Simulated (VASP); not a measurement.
# GaP (F-43m) in VASP: a series of runs

GaP is run at these levels: PBE, PBEsol, r2SCAN; tasks: electric field gradients.

All numbers are computed with VASP 6.6.1; they aren't measurements. Logs are shortened: lines on timing, memory, paths and dates and some standing lists are left out, and cuts for length are marked.

**What was measured.**

“Stacking defects in GaP nanowires: Electronic structure and optical properties”, 2018, arxiv:1810.01194 quotes, for a bulk crystal of GaP at 10 K: band gap 2.34 eV (indirect).

The runs below are set against these values where they give the same quantity.

### 1 The cell of the first run

It takes space group F-43m (No. 216, cubic). The conventional cell has a = 5.451 Å, b = 5.451 Å, c = 5.451 Å, α = 90.00°, β = 90.00°, γ = 90.00°. Within 3.1 Å of Ga (site symmetry -43m) lie 4 P at 2.36 Å. Within 3.1 Å of P (site symmetry -43m) lie 4 Ga at 2.36 Å.

### 2 Electric field gradients, PBE

INCAR

```
SYSTEM = GaP
ALGO = Normal
EDIFF = 1E-8
ENCUT = 520
GGA = PE
ISIF = 2
ISMEAR = -1
LASPH = .TRUE.
LCHARG = .FALSE.
LEFG = .TRUE.
LREAL = .FALSE.
LWAVE = .FALSE.
NBANDS = 16
NELM = 100
PREC = Accurate
SIGMA = 0.02
```

KPOINTS

```
k-points
0
G
  14 14 14
  0 0 0
```

POSCAR

```
GaP
1.0
    0.0000000000      2.7252500000      2.7252500000
    2.7252500000      0.0000000000      2.7252500000
    2.7252500000      2.7252500000      0.0000000000
Ga P
1 1
Direct
    0.0000000000      0.0000000000      0.0000000000
    0.2500000000      0.2500000000      0.2500000000
```

Potentials or basis: VASP PAW PBE potentials, release 64 (Ga_d, P).

Started as:

```bash
$ cat potpaw_PBE.64/Ga_d/POTCAR potpaw_PBE.64/P/POTCAR > POTCAR
$ mpirun -np 1 vasp_std > vasp.out
```

OUTCAR:

```text
SYSTEM = GaP
   EDIFF = 1E-8
   ENCUT = 520
   GGA = PE
   ISIF = 2
   ISMEAR = -1
   LASPH = .TRUE.
   LREAL = .FALSE.
   NELM = 100
   PREC = Accurate

 ion  position               nearest neighbor table
   1  0.000  0.000  0.000-   2 2.36   2 2.36   2 2.36   2 2.36
   2  0.250  0.250  0.250-   1 2.36   1 2.36   1 2.36   1 2.36

  LATTYP: Found a face centered cubic cell.
 ALAT       =     5.4505000000

  Lattice vectors:

 A1 = (   0.0000000000,   2.7252500000,   2.7252500000)
 A2 = (   2.7252500000,   0.0000000000,   2.7252500000)
 A3 = (   2.7252500000,   2.7252500000,   0.0000000000)

Analysis of symmetry for initial positions (statically):
=====================================================================
 Subroutine PRICEL returns:
 Original cell was already a primitive cell.

 Routine SETGRP: Setting up the symmetry group for a
 face centered cubic supercell.

 Subroutine GETGRP returns: Found 24 space group operations
 (whereof 24 operations were pure point group operations)
 out of a pool of 48 trial point group operations.

The static configuration has the point symmetry T_d .

Analysis of symmetry for dynamics (positions and initial velocities):
=====================================================================
 Subroutine PRICEL returns:
 Original cell was already a primitive cell.

 Routine SETGRP: Setting up the symmetry group for a
 face centered cubic supercell.

 Subroutine GETGRP returns: Found 24 space group operations
 (whereof 24 operations were pure point group operations)
 out of a pool of 48 trial point group operations.

The dynamic configuration has the point symmetry T_d .

 Subroutine INISYM returns: Found 24 space group operations
 (whereof 24 operations are pure point group operations),
 and found     1 'primitive' translations

----------------------------------------------------------------------------------------

                                     Primitive cell

  volume of cell :      40.4808

  direct lattice vectors                    reciprocal lattice vectors
     0.000000000  2.725250000  2.725250000    -0.183469406  0.183469406  0.183469406
     2.725250000  0.000000000  2.725250000     0.183469406 -0.183469406  0.183469406
     2.725250000  2.725250000  0.000000000     0.183469406  0.183469406 -0.183469406

  length of vectors
     3.854085511  3.854085511  3.854085511     0.317778334  0.317778334  0.317778334
[... 116 lines left out ...]
 NGX is ok and might be reduce to    30
   NGX = 15   NGY = 15   NGZ = 15

 number of electron      17.9999989 magnetization

 Free energy of the ion-electron system (eV)
  ---------------------------------------------------
  ext. energy  EPLUGINS =         0.00000000
  ---------------------------------------------------
  free energy    TOTEN  =        -9.11854337 eV

  energy without entropy =       -9.11854337  energy(sigma->0) =       -9.11854337

 E-fermi :   5.0401     XC(G=0):  -9.8335

 val. band max:        4.6509465423   @ k =   0.0000   0.0000   0.0000
 cond. band min:       6.2432177940   @ k =   0.4286   0.4286   0.0000
 fundamental gap:      1.5922712517
 Fermi energy:         5.0401089497

 k-point     1 :       0.0000    0.0000    0.0000
  band No.  band energies     occupation
      1      -9.8984      2.00000
      2      -9.8984      2.00000
      3      -9.8984      2.00000
      4      -9.7987      2.00000
      5      -9.7987      2.00000
      6      -7.8405      2.00000
[... 433 lines left out ...]
      3      -9.8742      2.00000
      4      -9.8075      2.00000
      5      -9.7909      2.00000
      6      -6.9120      2.00000
[... 8 lines left out ...]
     15      14.9289      0.00000
     16      16.0322      0.00000

 [... further k-points ...]
[... 5 lines left out ...]
  --------------------------------------------------------------------------------------
  -------------------------------------------------------------------------------------
  Total        0.6270989      0.6270989      0.6270989     -0.0000000     -0.0000000     -0.0000000
  in kB       24.8197601     24.8197601     24.8197601     -0.0000000     -0.0000000     -0.0000000
  external PRESSURE =      24.8197601 kB  Pullay stress =       0.0000000 kB

 VOLUME and BASIS-vectors are now :
 -----------------------------------------------------------------------------
  energy-cutoff  :      520.00
  volume of cell :       40.48
      direct lattice vectors                 reciprocal lattice vectors
     0.000000000  2.725250000  2.725250000    -0.183469406  0.183469406  0.183469406
     2.725250000  0.000000000  2.725250000     0.183469406 -0.183469406  0.183469406
     2.725250000  2.725250000  0.000000000     0.183469406  0.183469406 -0.183469406

 POSITION                                       TOTAL-FORCE (eV/Angst)
 -----------------------------------------------------------------------------------
      0.00000      0.00000      0.00000         0.000000      0.000000      0.000000
      1.36262      1.36262      1.36262        -0.000000     -0.000000     -0.000000
 -----------------------------------------------------------------------------------
    total drift:                                0.000002      0.000002      0.000002

  FREE ENERGIE OF THE ION-ELECTRON SYSTEM (eV)
  ---------------------------------------------------
  free  energy   TOTEN  =        -9.1185433700 eV

  energy  without entropy=       -9.1185433700  energy(sigma->0) =       -9.11854337

 Electric field gradients (V/A^2)
---------------------------------------------------------------------
 ion       V_xx      V_yy      V_zz      V_xy      V_xz      V_yz
---------------------------------------------------------------------
   1      -0.000     0.000    -0.000    -0.001    -0.001    -0.001
   2       0.000    -0.000     0.000    -0.000    -0.000    -0.000
---------------------------------------------------------------------

 Electric field gradients after diagonalization (V/A^2)
 (convention: |V_zz| > |V_xx| > |V_yy|)
----------------------------------------------------------------------
 ion       V_xx      V_yy      V_zz     asymmetry (V_yy - V_xx)/ V_zz
----------------------------------------------------------------------
   1       0.001     0.001    -0.002       0.000
   2       0.000     0.000    -0.000       0.000
----------------------------------------------------------------------

           NMR quadrupolar parameters

 Cq : quadrupolar parameter    Cq=e*Q*V_zz/h
 eta: asymmetry parameters     (V_yy - V_xx)/ V_zz
 Q  : nuclear electric quadrupole moment in mb (millibarn)
----------------------------------------------------------------------
 ion       Cq(MHz)       eta       Q (mb)
----------------------------------------------------------------------
   1      -0.000       0.000       1.000
   2      -0.000       0.000       1.000
----------------------------------------------------------------------
```

OSZICAR:

```text
N       E                     dE             d eps       ncg     rms          rms(c)
DAV:   1     0.833218822448E+02    0.83322E+02   -0.89696E+03  3440   0.162E+03
DAV:   2    -0.283685880784E+01   -0.86159E+02   -0.82117E+02  3904   0.318E+02
DAV:   3    -0.927869592067E+01   -0.64418E+01   -0.64215E+01  4104   0.664E+01
DAV:   4    -0.938499102713E+01   -0.10630E+00   -0.10627E+00  4200   0.926E+00
DAV:   5    -0.938700334832E+01   -0.20123E-02   -0.20122E-02  4176   0.113E+00    0.425E+00
DAV:   6    -0.914477120233E+01    0.24223E+00   -0.37694E-01  5168   0.105E+01    0.281E+00
DAV:   7    -0.911772234556E+01    0.27049E-01   -0.94872E-02  4424   0.207E+00    0.112E+00
DAV:   8    -0.911800809738E+01   -0.28575E-03   -0.13290E-02  3928   0.140E+00    0.197E-01
DAV:   9    -0.911840352233E+01   -0.39542E-03   -0.13174E-03  4232   0.500E-01    0.801E-02
DAV:  10    -0.911847321197E+01   -0.69690E-04   -0.11057E-04  5264   0.115E-01    0.387E-02
DAV:  11    -0.911854336248E+01   -0.70151E-04   -0.94979E-05  3840   0.795E-02    0.499E-03
DAV:  12    -0.911854304210E+01    0.32037E-06   -0.26254E-06  4280   0.207E-02    0.312E-03
DAV:  13    -0.911854333548E+01   -0.29338E-06   -0.81394E-07  4272   0.744E-03    0.194E-03
DAV:  14    -0.911854336457E+01   -0.29093E-07   -0.28561E-08  4312   0.122E-03    0.162E-03
DAV:  15    -0.911854337001E+01   -0.54342E-08   -0.21706E-09  3432   0.361E-04
   1 F= -.91185434E+01 E0= -.91185434E+01  d E =-.377908E-11
```

stdout:

```text
POSCAR found type information on POSCAR GaP
 POSCAR found :  2 types and       2 ions
 scaLAPACK will be used
 LDA part: xc-table for (Slater+PW92), standard interpolation
 POSCAR, INCAR and KPOINTS ok, starting setup
 FFT: planning ... GRIDC
 FFT: planning ... GRID_SOFT
 FFT: planning ... GRID
 WAVECAR not read
 entering main loop
ion   1

ion   2
```

Run time: 33 s. Hardware: 1 thread of Intel Xeon 6975P-C (Granite Rapids), shared host; peak memory 0.21 GiB.

Results:

```yaml
Free_energy: -9.1185 eV
Pressure: 2.5 GPa
Band_gap_on_the_k_mesh: 1.59 eV, indirect (least direct gap 1.83 eV)
```

Caveat: without QUAD_EFG the Cq values of the log hold for a quadrupole moment of 1 mb, not for the nuclei.

### 3 Electric field gradients, PBEsol

INCAR

```
SYSTEM = GaP
PREC = Accurate
ENCUT = 520
EDIFF = 1E-8
ISMEAR = -1
SIGMA = 0.02
LREAL = .False.
LASPH = .True.
NELM = 100
ALGO = Normal
ISIF = 2
LWAVE = .False.
LCHARG = .False.
GGA = PS
LEFG = .True.
NBANDS = 16
```

KPOINTS

```
regular mesh
0
Gamma
  14 14 14
  0 0 0
```

POSCAR is that of step 2.

Potentials or basis: VASP PAW PBE potentials, release 64 (Ga_d, P).

Started as:

```bash
$ cat potpaw_PBE.64/Ga_d/POTCAR potpaw_PBE.64/P/POTCAR > POTCAR
$ mpirun -np 1 vasp_std > vasp.out
```

OUTCAR:

```text
SYSTEM = GaP
   PREC = Accurate
   ENCUT = 520
   EDIFF = 1E-8
   ISMEAR = -1
   LREAL = .False.
   LASPH = .True.
   NELM = 100
   ISIF = 2
   GGA = PS

 ion  position               nearest neighbor table
   1  0.000  0.000  0.000-   2 2.36   2 2.36   2 2.36   2 2.36
   2  0.250  0.250  0.250-   1 2.36   1 2.36   1 2.36   1 2.36

  LATTYP: Found a face centered cubic cell.
 ALAT       =     5.4505000000

  Lattice vectors:

 A1 = (   0.0000000000,   2.7252500000,   2.7252500000)
 A2 = (   2.7252500000,   0.0000000000,   2.7252500000)
 A3 = (   2.7252500000,   2.7252500000,   0.0000000000)

Analysis of symmetry for initial positions (statically):
=====================================================================
 Subroutine PRICEL returns:
 Original cell was already a primitive cell.

 Routine SETGRP: Setting up the symmetry group for a
 face centered cubic supercell.

 Subroutine GETGRP returns: Found 24 space group operations
[... 643 lines left out ...]
  volume of cell :       40.48
      direct lattice vectors                 reciprocal lattice vectors
     0.000000000  2.725250000  2.725250000    -0.183469406  0.183469406  0.183469406
     2.725250000  0.000000000  2.725250000     0.183469406 -0.183469406  0.183469406
     2.725250000  2.725250000  0.000000000     0.183469406  0.183469406 -0.183469406

 POSITION                                       TOTAL-FORCE (eV/Angst)
 -----------------------------------------------------------------------------------
      0.00000      0.00000      0.00000         0.000000      0.000000      0.000000
      1.36262      1.36262      1.36262        -0.000000     -0.000000     -0.000000
 -----------------------------------------------------------------------------------
    total drift:                                0.000000      0.000000      0.000000

  FREE ENERGIE OF THE ION-ELECTRON SYSTEM (eV)
  ---------------------------------------------------
  free  energy   TOTEN  =        -9.9232611083 eV

  energy  without entropy=       -9.9232611083  energy(sigma->0) =       -9.92326111

 Electric field gradients (V/A^2)
---------------------------------------------------------------------
 ion       V_xx      V_yy      V_zz      V_xy      V_xz      V_yz
---------------------------------------------------------------------
   1      -0.000     0.000     0.000    -0.001    -0.001    -0.001
   2       0.000    -0.000    -0.000    -0.000    -0.000    -0.000
---------------------------------------------------------------------

 Electric field gradients after diagonalization (V/A^2)
 (convention: |V_zz| > |V_xx| > |V_yy|)
----------------------------------------------------------------------
 ion       V_xx      V_yy      V_zz     asymmetry (V_yy - V_xx)/ V_zz
----------------------------------------------------------------------
   1       0.001     0.001    -0.002       0.000
   2       0.000     0.000    -0.000       0.000
----------------------------------------------------------------------

           NMR quadrupolar parameters

 Cq : quadrupolar parameter    Cq=e*Q*V_zz/h
 eta: asymmetry parameters     (V_yy - V_xx)/ V_zz
 Q  : nuclear electric quadrupole moment in mb (millibarn)
----------------------------------------------------------------------
 ion       Cq(MHz)       eta       Q (mb)
----------------------------------------------------------------------
   1      -0.000       0.000       1.000
   2      -0.000       0.000       1.000
----------------------------------------------------------------------
```

It took 32 s on 1 thread of Intel Xeon 6975P-C (Granite Rapids), shared host; peak memory 0.21 GiB.

What came out:

```yaml
Free_energy: -9.9233 eV
Pressure: -0.6 GPa
Band_gap_on_the_k_mesh: 1.47 eV, indirect (least direct gap 1.75 eV)
```

Levels at points of the mesh, in eV from the valence-band top:
```csv
k point,band 5,band 6,band 7,band 8,band 9,band 10,band 11,band 12,band 13,band 14
"(0.00, 0.00, 0.00)",-14.44,-12.52,0.00,0.00,0.00,1.75,3.83,3.83,3.83,8.57
"(0.50, 0.00, 0.00)",-14.43,-10.43,-6.70,-1.13,-1.13,1.59,4.65,4.65,8.09,10.74
"(0.50, 0.50, 0.00)",-14.42,-9.52,-6.81,-2.71,-2.71,1.52,1.72,10.55,10.55,11.08
```

Caveat: without QUAD_EFG the Cq values of the log hold for a quadrupole moment of 1 mb, not for the nuclei; the PAW data sets were made with another functional, which shifts forces and pressure a little. Expect the measured gap to be larger: semilocal functionals such as PBEsol lack the derivative discontinuity.

[end of part 1 of 2]
